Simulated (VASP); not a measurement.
Here is a VASP 6.6.1 calculation.

File INCAR:

```
  PREC = Accurate
  ENCUT = 520
  EDIFF = 1E-6
  ISMEAR = -1
  SIGMA = 0.1
  LREAL = False
  LASPH = True
  NELM = 60
  ALGO = Normal
  ISIF = 2
  LWAVE = False
  LCHARG = False
  GGA = PS
  NBANDS = 15
```

Contents of KPOINTS:

```
Automatic mesh
0
Gamma
  10 10 10
```

POSCAR

```
CaSe
1.0
    0.0000000000      2.9344539879      2.9344539879
    2.9344539879      0.0000000000      2.9344539879
    2.9344539879      2.9344539879      0.0000000000
Ca Se
1 1
Direct
    0.0000000000      0.0000000000      0.0000000000
    0.5000000000      0.5000000000      0.5000000000
```

Potentials or basis: VASP PAW PBE potentials, release 64 (Ca_sv, Se).

Run with:

```bash
$ cat potpaw_PBE.64/Ca_sv/POTCAR potpaw_PBE.64/Se/POTCAR > POTCAR
$ mpirun -np 1 vasp_std > vasp.out
```

Problem. Predict the band gap on the k mesh.

Solution. 1.87 eV, indirect (least direct gap 2.84 eV).

Problem. Estimate the pressure.

Solution. 0.2 GPa.

Caveat: the PAW data sets were made with another functional, which shifts forces and pressure a little. A k mesh can miss the band edges.
